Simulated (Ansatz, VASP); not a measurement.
# One calculation of Ru, two programs

INCAR

```
SYSTEM = Ru
PREC = Accurate
ENCUT = 520
EDIFF = 1E-7
ISMEAR = 0
SIGMA = 0.15
LREAL = .FALSE.
LASPH = .TRUE.
NELM = 60
ALGO = Fast
ISIF = 2
LWAVE = .FALSE.
LCHARG = .TRUE.
GGA = PE
LELF = .TRUE.
LVHAR = .TRUE.
NBANDS = 13
```

KPOINTS

```
Automatic mesh
0
G
  20 20 20
  0 0 0
```

File POSCAR:

```
Ru
1.0
    0.1333558828      1.9955755312      1.9955755312
    1.9955755312      0.1333558828      1.9955755312
    1.9955755312      1.9955755312      0.1333558828
Ru
1
Direct
    0.0000000000      0.0000000000      0.0000000000
```

Input for Ansatz:

```yaml
crystal:
  lattice:
    - [0.1333558828, 1.9955755312, 1.9955755312]
    - [1.9955755312, 0.1333558828, 1.9955755312]
    - [1.9955755312, 1.9955755312, 0.1333558828]
  atoms:
    - { symbol: Ru, position: [0.0, 0.0, 0.0] }
basis:
  ecutwfc: 420
kpoints:
  mp_grid: { grid: [20, 20, 20] }
hamiltonian:
  xc: pbe
scf:
  occupations: { method: gaussian, width: 0.15 }
output:
  forces: true
  stress: true
  eigenvalues: true
```

Change from the starting cell: equal engineering shear yz, xz and xy +0.0700, equal normal strain along x, y and z +0.0125.

Alike in both runs: task single point; functional PBE; k mesh 20 × 20 × 20; occupations gaussian, width 0.15 eV; no spin polarisation.

|  | VASP | Ansatz |
| --- | --- | --- |
| version | VASP 6.6.1 | Ansatz 0.2.0 |
| potentials or method | VASP PAW PBE potentials, release 64 (Ru_pv), cutoff 520 eV | scalar-relativistic, plane waves, PAW |
| valence electrons in the cell | 14 | 16 |

```csv
,VASP,Ansatz,Ansatz less VASP
gap on the k mesh at the Fermi level (eV),none,none,-
pressure (GPa),-5.5,-5.4,+0.08
"traceless stress, the component that is largest in VASP (GPa)",-13.96,-13.97,-0.014
```

A gap of «none» marks a metal or a gap that the smearing closes. VASP's potentials hold 14 valence electrons a cell and Ansatz's 16, so a difference there can come from the potentials and not from the codes.
